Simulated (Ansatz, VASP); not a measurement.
## Two plane-wave programs on BAs

```
CELL_PARAMETERS angstrom
0.00000 2.29452 2.43675
2.29452 0.00000 2.43675
2.29452 2.29452 0.00000
ATOMIC_POSITIONS crystal
B 0.00000 0.00000 0.00000
As 0.25000 0.25000 0.25000
```

Change from the starting cell: epitaxial_xy strain -4.1%.

Alike in both runs: task single point; functional HSE06; k mesh 6 × 6 × 6; no spin polarisation.

```csv
,VASP,Ansatz
version,VASP 6.6.1,Ansatz 0.2.0
potentials or method,"VASP PAW PBE potentials, release 64 (B, As)","plane waves, PAW"
plane-wave cutoff (eV),520,420
occupations,"gaussian, width 0.01 eV",fixed
valence electrons in the cell,8,18
```

VASP gave:

```
gap on the k mesh at the Fermi level (eV)                     : 1.41
pressure (GPa)                                                : 9.3
traceless stress, the component that is largest in VASP (GPa) : -10.27
```

Q: Estimate Ansatz's values.

A: gap on the k mesh at the Fermi level (eV): 1.40; pressure (GPa): 9.3; traceless stress, the component that is largest in VASP (GPa): -10.27.

VASP's potentials hold 8 valence electrons a cell and Ansatz's 18, so a difference there can come from the potentials and not from the codes. Ansatz's warnings: stress exchange threshold loose, stress scf threshold loose.
